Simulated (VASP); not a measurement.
Wanted: the native input for a VASP 6.6.1 run.

```
Task                   : single point
Functional             : r2SCAN
Potentials or basis    : VASP PAW PBE potentials, release 64 (Ta_pv)
Cutoff                 : 520 eV
k mesh                 : 6 × 6 × 6
Occupations            : gaussian, width 0.1 eV
Spin                   : no spin polarisation
Dipole correction      : no
Further INCAR settings : ALGO = Normal; EDIFF = 1e-06; NBANDS = 24
```

The system is Ta.

```
Ta
1.0
     4.84510    0.00000    0.00000
    -2.42255    4.19598    0.00000
     0.00000    0.00000    2.71817
Ta
3
Direct
  0.00000 0.00000 0.00000
  0.33333 0.66667 0.50000
  0.66667 0.33333 0.50000
```

This isn't the form of Ta at room conditions, which is bcc.

These files were run (other wordings do the same):

POSCAR

```
Ta
1.0
    4.8450982661      0.0000000000      0.0000000000
   -2.4225491331      4.1959781823      0.0000000000
    0.0000000000      0.0000000000      2.7181746238
Ta
3
Direct
    0.0000000000      0.0000000000      0.0000000000
    0.3333333333      0.6666666667      0.5000000000
    0.6666666667      0.3333333333      0.5000000000
```

INCAR.step1

```
SYSTEM = Ta
PREC = Accurate ; ENCUT = 520
ISMEAR = 0 ; SIGMA = 0.1
LREAL = .FALSE. ; LASPH = .TRUE.
NELM = 80 ; NBANDS = 24
GGA = PE ; ALGO = Normal
EDIFF = 1E-4 ; LWAVE = .TRUE.
LCHARG = .FALSE.
```

INCAR.step2

```
SYSTEM = Ta
PREC = Accurate ; ENCUT = 520
EDIFF = 1E-6 ; ISMEAR = 0
SIGMA = 0.1 ; LREAL = .FALSE.
LASPH = .TRUE. ; NELM = 80
ALGO = Normal ; ISIF = 2
LWAVE = .FALSE. ; LCHARG = .TRUE.
METAGGA = R2SCAN ; LMIXTAU = .TRUE.
LELF = .TRUE. ; LVHAR = .TRUE.
NBANDS = 24 ; ISTART = 1
```

KPOINTS

```
regular mesh
0
G
  6 6 6
  0 0 0
```

Potentials or basis: VASP PAW PBE potentials, release 64 (Ta_pv).

Command:

```bash
$ cat potpaw_PBE.64/Ta_pv/POTCAR > POTCAR
$ cp INCAR.step1 INCAR
$ mpirun -np 1 vasp_std > vasp.out
$ cp INCAR.step2 INCAR
$ mpirun -np 1 vasp_std > vasp.out
```

It gave:

The pressure is 0.9 GPa and the band gap on the k mesh is zero (an odd number of electrons rules out a gap without spin polarisation).

Caveat: the k points lie up to 0.39 Å⁻¹ apart, too coarse for converged energies and pressures of a metal; the PAW data sets were made with another functional, which shifts forces and pressure a little; spin-orbit coupling is left out, which moves the levels of the heavy elements.

It took 57 s on 1 thread of Intel(R) Xeon(R) 6975P-C (Granite Rapids), on a shared host, peak memory 0.18 GiB.
